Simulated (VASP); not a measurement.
Runs of VASP 6.6.1 on Ge. The structure is that of space group I4_1/amd (No. 141), or close to it. The cells are those of the table. 

```tsv
level	cell	cutoff (eV)	gap on the mesh (eV)	pressure (GPa)
PBE+D3(BJ)	a = 3.904 Å, angles 97.3, 97.4, 138.1°, 2 atoms	500	none	-0.2
PBEsol	a = 3.860 Å, angles 97.3, 97.4, 138.1°, 2 atoms	520	none	1.9
PBEsol	a = 3.892 Å, angles 97.4, 97.3, 138.1°, 2 atoms	520	none	0.0
PBEsol	a = 3.762 Å, angles 97.3, 97.3, 138.1°, 2 atoms	520	none	(a)
PBEsol	a = 3.678 Å, angles 97.3, 97.3, 138.2°, 2 atoms	520	none	(b)
PBEsol	a = 3.819 Å, angles 97.4, 97.4, 138.1°, 2 atoms	520	none	4.9
PBEsol+D3(BJ)	a = 3.841 Å, angles 97.4, 97.3, 138.1°, 2 atoms	500	none	-0.1
PBEsol	a = 3.612 Å, angles 97.3, 97.3, 138.2°, 2 atoms	520	none	30.0
PBE+D4	a = 3.904 Å, angles 97.3, 97.4, 138.1°, 2 atoms	500	none	-0.2
```

Alike in all rows: task single point; potentials or basis VASP PAW PBE potentials, release 64 (Ge_d); no spin polarisation; k mesh 11 × 11 × 11; smearing fermi-dirac 0.05 eV.

Task: Fill in the values left out.

Result: (a) 9.9; (b) 19.9.

Caveats: the PAW data sets were made with another functional, which shifts forces and pressure a little (some runs); pairwise dispersion overbinds metals, which lowers pressure and volume (some runs).

A k mesh can miss the band edges, and the runs leave out spin-orbit coupling on Ge.

A gap of «none» marks levels without a gap at the run's occupations.
